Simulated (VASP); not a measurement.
# InAs: single point with HSE06

Crystal: InAs.

```xyz
2
Lattice="0.0000 3.0546 3.0546 3.0546 0.0000 3.0546 3.0546 3.0546 0.0000" Properties=species:S:1:pos:R:3 pbc="T T T"
In    0.0000    0.0000    0.0000
As    1.5273    1.5273    1.5273
```

- Program: VASP 6.6.1
- Task: single point
- Functional: HSE06
- Potentials or basis: VASP PAW PBE potentials, release 64 (In_d, As)
- Cutoff: 520 eV
- k mesh: 4 × 4 × 4
- Occupations: fermi-dirac, width 0.02 eV
- Spin: no spin polarisation

* Pressure: -0.1 GPa
* Band gap on the k mesh: 0.40 eV

Levels at points of the mesh, in eV from the valence-band top:
| k point | band 6 | band 7 | band 8 | band 9 | band 10 | band 11 | band 12 | band 13 |
| --- | --- | --- | --- | --- | --- | --- | --- | --- |
| (0.00, 0.00, 0.00) | -12.80 | 0.00 | 0.00 | 0.00 | 0.40 | 4.65 | 4.65 | 4.65 |
| (0.50, 0.00, 0.00) | -11.29 | -6.08 | -1.02 | -1.02 | 1.60 | 5.43 | 5.43 | 7.67 |
| (0.50, 0.50, 0.00) | -10.72 | -6.17 | -2.41 | -2.41 | 2.18 | 2.73 | 10.11 | 10.26 |

It took 12 min on 1 thread of AMD EPYC 7R13 Processor (Zen 3), on a shared host, peak memory 0.26 GiB.

Caveat: the k points lie up to 0.45 Å⁻¹ apart; the PAW data sets were made with another functional, which shifts forces and pressure a little; spin-orbit coupling is left out, which moves the levels of the heavy elements.
